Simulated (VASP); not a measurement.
Here is a VASP 6.6.1 calculation.

INCAR

```
PREC     = Accurate       # precision mode
ENCUT    = 520            # plane-wave cutoff, eV
EDIFF    = 1E-6           # SCF threshold, eV
ISMEAR   = 0              # smearing method
SIGMA    = 0.1            # smearing width, eV
LREAL    = F              # projectors in reciprocal space
LASPH    = T              # aspherical terms in the spheres
NELM     = 150            # most SCF steps
ALGO     = Normal         # electronic algorithm
ISIF     = 2              # what is computed and relaxed
LWAVE    = F              # write WAVECAR
LCHARG   = F              # write CHGCAR
ISPIN    = 2              # spin polarisation
MAGMOM   = 1 0 0 0 0      # initial moments
LORBIT   = 11             # projections on sites
LMAXMIX  = 4              # l up to which the mixer works
GGA      = PE             # functional
NBANDS   = 35             # bands
```

File KPOINTS:

```
regular mesh
0
Gamma
  4 4 4
```

The input POSCAR:

```
ZrInF3
1.0
    4.1148995003      0.0000000000      0.0000000000
    0.0000000000      4.1148995003      0.0000000000
    0.0000000000      0.0000000000      6.4594872580
Zr In F
1 1 3
Direct
    0.0000000000      0.0000000000      0.0035631735
    0.5000000000      0.5000000000      0.3353728713
    0.0000000000      0.5000000000      0.9467460343
    0.5000000000      0.0000000000      0.9467460343
    0.0000000000      0.0000000000      0.7012997867
```

Potentials or basis: VASP PAW PBE potentials, release 64 (Zr_sv, In_d, F).

The run is started by

```bash
$ cat potpaw_PBE.64/Zr_sv/POTCAR potpaw_PBE.64/In_d/POTCAR potpaw_PBE.64/F/POTCAR > POTCAR
$ mpirun -np 1 vasp_std > vasp.out
```

**Question.** What does it give for the largest force?

**Answer.** 0.112 eV/Å.

**Question.** What does it give for the band gap on the k mesh?

**Answer.** Zero (filled and empty bands overlap).

**Question.** Predict the net moment.

**Answer.** 0.00 μB per cell.

**Question.** Estimate the pressure.

**Answer.** 0.1 GPa.

Stress tensor (GPa, compression positive):
```
-0.02  0.00  0.00
 0.00 -0.02  0.00
 0.00  0.00  0.32
```

Caveat: the k points lie up to 0.38 Å⁻¹ apart, too coarse for converged energies and pressures of a metal; spin-orbit coupling is left out, which moves the levels of the heavy elements.
